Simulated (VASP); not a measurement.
CdS4:

```xyz
5
Lattice="3.9485 0.0000 0.0000 -1.9742 3.4195 0.0000 0.0000 0.0000 9.9108" Properties=species:S:1:pos:R:3 pbc="T T T"
Cd    0.0000    0.0000    0.0000
S     1.9742    0.0000    0.0000
S    -0.9871    1.7097    0.0000
S     0.9871    1.7097    0.0000
S     0.0000    0.0000    4.9554
```

The cell was generated, and may not be a known phase.

```yaml
Program: VASP 6.6.1
Task: relaxation of cell and atoms
Functional: PBE
Potentials_or_basis: VASP PAW PBE potentials, release 64 (Cd, S)
Cutoff: 600 eV
k_mesh: 6 × 6 × 2
Occupations: gaussian, width 0.1 eV
Spin: no spin polarisation
```

At the start: pressure 87.1 GPa; volume 26.76 Å³/atom.

Question: Where does the relaxation end?

Answer: Over 25 steps the energy falls by 5222.5 meV/atom and the volume is 25.45 Å³/atom (-4.9 %); space group P6/mmm (No. 191, to 0.1 Å) before and after.

Step by step:
```csv
step,energy change (eV),largest force (eV/Å),pressure (GPa),volume (Å³)
1,0.0000,0.0000,87.08,133.81
2,-5.6805,0.0000,-12.93,558.90
3,-22.8692,0.0000,-3.29,294.01
4,-23.2518,0.0000,-2.88,280.29
5,-23.6150,0.0000,2.78,221.75
6,-23.8360,0.0000,-0.92,247.97
7,-23.8612,0.0000,-0.29,242.03
8,-23.8606,0.0000,0.00,239.56
9,-23.8651,0.0000,0.00,238.11
10,-23.8797,0.0000,-0.01,233.76
11,-23.9152,0.0000,-0.04,225.05
12,-24.0252,0.0000,-0.17,207.64
13,-24.5466,0.0000,-0.58,172.87
14,-24.5393,0.0000,16.90,103.49
15,-24.8219,0.0000,-0.68,162.38
16,-25.8292,0.0000,0.47,132.91
17,-26.0024,0.0000,4.18,118.19
18,-26.0264,0.0000,2.23,123.63
19,-26.0345,0.0000,2.94,121.32
20,-26.0383,0.0000,3.01,121.00
21,-26.0413,0.0000,3.14,120.44
22,-26.0478,0.0000,2.98,120.75
23,-26.0652,0.0000,2.51,121.67
24,-26.0916,0.0000,1.61,123.52
25,-26.1126,0.0000,0.03,127.27
```

Final structure:
```
Cd S
1.0
     5.42077    0.00000    0.00000
    -2.71039    4.69453    0.00000
     0.00000    0.00000    5.00100
Cd S
1 4
Direct
  0.00000 0.00000 0.00000
  0.50000 0.00000 0.00000
  0.00000 0.50000 0.00000
  0.50000 0.50000 0.00000
  0.00000 0.00000 0.50000
```

Caveat: a cell axis changed by over 15 % at a fixed basis, so the end point is rough.
